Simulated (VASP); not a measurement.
Here is a VASP 6.6.1 calculation.

File INCAR:

```
SYSTEM = C
ALGO = Normal ; EDIFF = 1E-8
ENCUT = 520 ; GGA = PS
IBRION = 8 ; ISIF = 2
ISMEAR = 0 ; LASPH = .TRUE.
LCHARG = .FALSE. ; LEPSILON = .TRUE.
LREAL = .FALSE. ; LWAVE = .FALSE.
NELM = 60 ; NSW = 1
PREC = Accurate ; SIGMA = 0.01
```

Contents of KPOINTS:

```
k-points
0
G
  9 9 6
  0 0 0
```

Contents of POSCAR:

```
C
1.0
    2.4988208246      0.0000000000      0.0000000000
   -1.2494104123      2.1640423136      0.0000000000
    0.0000000000      0.0000000000      4.1608703657
C
4
Direct
    0.3333333333      0.6666666667      0.0003017318
    0.6666666667      0.3333333333      0.5003017318
    0.3333333333      0.6666666667      0.3746982682
    0.6666666667      0.3333333333      0.8746982682
```

Potentials or basis: VASP PAW PBE potentials, release 64 (C).

Command:

```console
$ cat potpaw_PBE.64/C/POTCAR > POTCAR
$ mpirun -np 1 vasp_std > vasp.out
```

Problem. Predict the electronic dielectric tensor (diagonal).

Solution. 5.70, 5.70, 6.00.

Problem. Predict the Born charges (mean of the diagonal).

Solution. C +0.00 e.

Problem. Predict the highest phonon frequency at Γ.

Solution. 1315 cm⁻¹.

Born effective charge tensors (e):
atom 1, C
```
0.00 0.00 0.00
0.00 0.00 0.00
0.00 0.00 0.00
```
atom 2, C
```
0.00 0.00 0.00
0.00 0.00 0.00
0.00 0.00 0.00
```
atom 3, C
```
0.00 0.00 0.00
0.00 0.00 0.00
0.00 0.00 0.00
```
atom 4, C
```
0.00 0.00 0.00
0.00 0.00 0.00
0.00 0.00 0.00
```

Caveat: the cell stands under pressure or tension, which shifts response properties.
